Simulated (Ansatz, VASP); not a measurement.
**Two plane-wave programs on Zn**

```
Zn
1.0
     1.41192    0.81517    6.12262
    -1.41192    0.81517    6.12262
     0.00000   -1.63035    6.12262
Zn
3
Direct
  0.00000 0.00000 0.00000
  0.22215 0.22215 0.22215
  0.77785 0.77785 0.77785
```

Alike in both runs: functional PBEsol; k mesh 6 × 6 × 6; occupations gaussian, width 0.1 eV; no spin polarisation.

Ansatz relaxed the structure, and its values are those at the end. VASP's run is a single point on that final structure, the one shown.

|  | VASP | Ansatz |
| --- | --- | --- |
| version | VASP 6.6.1 | Ansatz 0.2.0 |
| potentials or method | VASP PAW PBE potentials, release 64 (Zn), cutoff 520 eV | scalar-relativistic, plane waves, PAW |
| valence electrons in the cell | 36 | 36 |

Ansatz gave:

```
gap on the k mesh at the Fermi level (eV) : none
pressure (GPa)                            : 0.1
rms of the force components (eV/Å)        : 0.005
```

Q: Which values does VASP return?

A: gap on the k mesh at the Fermi level (eV): none; pressure (GPa): 0.5; rms of the force components (eV/Å): 0.005.

VASP's potentials were made for PBE, not for PBEsol. A gap of «none» marks a metal or a gap that the smearing closes.

The k mesh is coarse, so the values compare programs but aren't converged.
